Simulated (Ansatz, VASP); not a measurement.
## Co in VASP and in Ansatz

INCAR

```
SYSTEM = Co
  PREC = Accurate
  ENCUT = 690
  EDIFF = 1E-6
  ISMEAR = -1
  SIGMA = 0.15
  LREAL = .FALSE.
  LASPH = .TRUE.
  NELM = 200
  ALGO = Normal
  ISIF = 2
  LWAVE = .FALSE.
  LCHARG = .FALSE.
  ISPIN = 2
  MAGMOM = 1.8 1.8 1.8 1.8 1.8 1.8
  LORBIT = 11
  LMAXMIX = 4
  NBANDS = 64
  GGA_COMPAT = .FALSE.
```

KPOINTS

```
regular mesh
0
G
  6 6 6
  0 0 0
```

The input POSCAR:

```
Co
1.0
    0.0000000000      3.2173720000      3.2173720000
    3.2173720000      0.0000000000      3.2173720000
    3.2173720000      3.2173720000      0.0000000000
Co
6
Direct
    0.2500000000      0.2500000000      0.2500000000
    0.0000000000      0.0000000000      0.0000000000
    0.6250000000      0.6250000000      0.1250000000
    0.6250000000      0.1250000000      0.6250000000
    0.1250000000      0.6250000000      0.6250000000
    0.6250000000      0.6250000000      0.6250000000
```

Input for Ansatz:

```yaml
crystal:
  lattice:
    - [0.0, 3.217372, 3.217372]
    - [3.217372, 0.0, 3.217372]
    - [3.217372, 3.217372, 0.0]
  atoms:
    - { symbol: Co, position: [0.25, 0.25, 0.25], spin: 1.8 }
    - { symbol: Co, position: [0.0, 0.0, 0.0], spin: 1.8 }
    - { symbol: Co, position: [0.625, 0.625, 0.125], spin: 1.8 }
    - { symbol: Co, position: [0.625, 0.125, 0.625], spin: 1.8 }
    - { symbol: Co, position: [0.125, 0.625, 0.625], spin: 1.8 }
    - { symbol: Co, position: [0.625, 0.625, 0.625], spin: 1.8 }
basis:
  ecutwfc: 435.382179935808
kpoints:
  mp_grid:
    grid: [6, 6, 6]
hamiltonian:
  xc: lda
magnetization:
  spin_polarized: true
scf:
  convergence:
    dr2_threshold: 1.0e-09
  occupations:
    method: fermi_dirac
    width: 0.15
output:
  stress: true
```

Alike in both runs: task single point; functional LDA; k mesh 6 × 6 × 6; occupations fermi-dirac, width 0.15 eV; collinear spin.

|  | VASP | Ansatz |
| --- | --- | --- |
| version | VASP 6.6.1 | Ansatz 0.2.0 |
| potentials or method | VASP PAW LDA potentials, release 64 (Co_sv), cutoff 690 eV | plane waves, PAW |
| valence electrons in the cell | 102 | 102 |

Ansatz gave:

| Item | Value |
| --- | --- |
| pressure (GPa) | -11.2 |
| net moment per atom (μB) | 1.56 |
| size of the moment on the site where the two differ most (μB) | 1.53 |

**Question.** Estimate VASP's values.

**Answer.** Pressure (GPa): -12.4; net moment per atom (μB): 1.52; size of the moment on the site where the two differ most (μB): 1.47.

LDA's correlation is that of Perdew and Zunger in VASP and of Perdew and Wang (1992) in Ansatz. Site moments also hang on the region over which each program counts them. Ansatz's warnings: stress scf threshold loose.
